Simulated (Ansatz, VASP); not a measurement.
# Two plane-wave programs on TiAl3

```xyz
4
Lattice="2.8397 0.0000 0.0000 0.0000 4.6813 0.0000 0.0000 0.0000 4.9007" Properties=species:S:1:pos:R:3 pbc="T T T"
Ti    0.0000    2.3406    0.8131
Al    0.0000    0.0000    4.0965
Al    1.4198    0.0000    1.6217
Al    1.4198    2.3406    3.2701
```

Alike in both runs: task single point; functional PBE; k mesh 9 × 6 × 6; occupations fermi-dirac, width 0.05 eV; no spin polarisation.

```csv
,VASP,Ansatz
version,VASP 6.6.1,Ansatz 0.2.0
potentials or method,"VASP PAW PBE potentials, release 64 (Ti_sv, Al)",Ansatz PAW
plane-wave cutoff (eV),520,420
valence electrons in the cell,21,21
```

|  | VASP | Ansatz | Ansatz less VASP |
| --- | --- | --- | --- |
| gap on the k mesh at the Fermi level (eV) | none | none | - |
| pressure (GPa) | 0.0 | 0.0 | +0.04 |
| traceless stress, the component that is largest in VASP (GPa) | -2.02 | -2.02 | +0.003 |
| rms of the force components (eV/Å) | 0.017 | 0.017 | -0.0004 |

Atom by atom the forces differ by 0.001 eV/Å (rms over components). A gap of «none» marks a metal or a gap that the smearing closes.
